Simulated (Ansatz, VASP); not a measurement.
# Sb in VASP and in Ansatz

```
CELL_PARAMETERS angstrom
2.17060 1.25320 3.87109
-2.17060 1.25320 3.87109
0.00000 -2.50640 3.87109
ATOMIC_POSITIONS crystal
Sb 0.23130 0.23130 0.23130
Sb 0.76870 0.76870 0.76870
```

Alike in both runs: task single point; functional r2SCAN; k mesh 9 × 9 × 9; occupations methfessel-paxton of order 1, width 0.3 eV; no spin polarisation.

```csv
,VASP,Ansatz
version,VASP 6.6.1,Ansatz 0.2.0
potentials or method,"VASP PAW PBE potentials, release 64 (Sb), cutoff 520 eV","plane waves (500 eV) with PAW, scalar-relativistic"
valence electrons in the cell,10,30
```

```csv
,VASP,Ansatz,Ansatz less VASP
pressure (GPa),0.1,0.0,-0.10
"traceless stress, the component that is largest in VASP (GPa)",-0.08,-0.04,+0.042
```

VASP's potentials were made for PBE, not for r2SCAN. VASP's potentials hold 10 valence electrons a cell and Ansatz's 30, so a difference there can come from the potentials and not from the codes.

Neither program's run includes spin-orbit coupling.
